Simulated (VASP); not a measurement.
# Ga3As3CO: single point with PBE+D3(BJ)

Ga3As3CO, a slab with vacuum:

```xyz
8
Lattice="4.0137 0.0000 0.0000 0.0000 5.6762 0.0000 0.0000 0.0000 23.3353" Properties=species:S:1:pos:R:3 pbc="T T T"
Ga    2.0069    2.8381    4.0000
Ga    0.0000    0.3711    6.2539
Ga    2.0069    2.7783    7.5339
As    0.0000    1.4191    4.0000
As    2.0069    4.5990    5.8454
As    0.0000    1.6391    8.3853
O     0.0000    5.4232   11.2853
C     0.0000    5.4232   12.4353
```

- Program: VASP 6.6.1
- Task: single point
- Functional: PBE
- Dispersion: D3(BJ)
- Potentials or basis: VASP PAW PBE potentials, release 64 (Ga_d, As, O, C)
- Cutoff: 520 eV
- k mesh: 7 × 5 × 1
- Occupations: gaussian, width 0.05 eV
- Spin: no spin polarisation
- Dipole correction: yes
- Further INCAR settings: ALGO = Normal; EDIFF = 1e-06; NBANDS = 42

```
Largest force              : 1.107 eV/Å
Band gap on the k mesh     : 0.40 eV (least direct gap 0.76 eV)
Dispersion energy per atom : -0.159 eV
```

Forces in eV/Å, atoms in the order of the input:
```
Ga   0.000 -0.311  1.027
Ga   0.000 -0.008  0.014
Ga   0.000  0.008 -0.003
As   0.000  0.319 -1.060
As   0.000  0.016 -0.011
As   0.000  0.035 -0.004
O    0.000 -0.076  0.751
C    0.000  0.016 -0.714
```

Levels at points of the mesh, in eV from the valence-band top:
| k point | band 28 | band 29 | band 30 | band 31 | band 32 | band 33 | band 34 | band 35 | band 36 | band 37 |
| --- | --- | --- | --- | --- | --- | --- | --- | --- | --- | --- |
| (0.00, 0.00, 0.00) | -1.98 | -1.32 | -0.89 | -0.85 | 0.00 | 0.76 | 1.62 | 2.29 | 2.54 | 2.92 |

Wall time 5.5 min on 1 thread of Intel(R) Xeon(R) Platinum 8488C (Sapphire Rapids), on a shared host, peak memory 0.65 GiB.
